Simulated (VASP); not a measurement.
Set up this calculation in VASP 6.6.1, as the native input.

```
Task                   : relaxation of cell and atoms
Functional             : PBE
Potentials or basis    : VASP PAW PBE potentials, release 64 (Rb_sv, Cd)
Cutoff                 : 500 eV
k mesh                 : 4 × 4 × 4
Occupations            : gaussian, width 0.1 eV
Spin                   : no spin polarisation
Dipole correction      : no
Further INCAR settings : ALGO = Normal; EDIFF = 1e-07; IBRION = 2; EDIFFG = -0.04; NSW = 90; ISIF = 3
```

The structure of RbCd lies in POSCAR:

```
RbCd
1.0
    4.3545354800      0.0000000000      0.0000000000
    0.0000000000      4.3545354800      0.0000000000
    0.0000000000      0.0000000000      4.3545354800
Rb Cd
1 1
Direct
    0.5000000000      0.5000000000      0.5000000000
    0.0000000000      0.0000000000      0.0000000000
```

These files were run (other wordings do the same):

INCAR

```
  ALGO = Normal
  EDIFF = 1E-7
  EDIFFG = -0.04
  ENCUT = 500
  GGA = PE
  GGA_COMPAT = F
  IBRION = 2
  ISIF = 3
  ISMEAR = 0
  LASPH = T
  LCHARG = F
  LREAL = F
  LWAVE = F
  NELM = 120
  NELMIN = 4
  NSW = 90
  PREC = Accurate
  SIGMA = 0.1
```

KPOINTS

```
k-points
0
Gamma
  4 4 4
```

Potentials or basis: VASP PAW PBE potentials, release 64 (Rb_sv, Cd).

Run with:

```bash
$ cat potpaw_PBE.64/Rb_sv/POTCAR potpaw_PBE.64/Cd/POTCAR > POTCAR
$ mpirun -np 1 vasp_std > vasp.out
```

Results of the run:

```json
{
 "Relaxed volume": "44.92 Å³/atom",
 "Relaxed cell": "a = 4.479 Å, b = 4.479 Å, c = 4.479 Å, α = 90.00°, β = 90.00°, γ = 90.00°",
 "Space group after relaxing (to 0.05 Å)": "Pm-3m (No. 221)",
 "Energy gained by relaxing": "8.9 meV/atom",
 "Ionic steps": "4",
 "Pressure after relaxing": "0.0 GPa"
}
```

Caveat: the k points lie up to 0.35 Å⁻¹ apart in the final cell.

It took 35 s on 1 thread of Intel Xeon 6975P-C (shared host), peak memory 0.18 GiB.
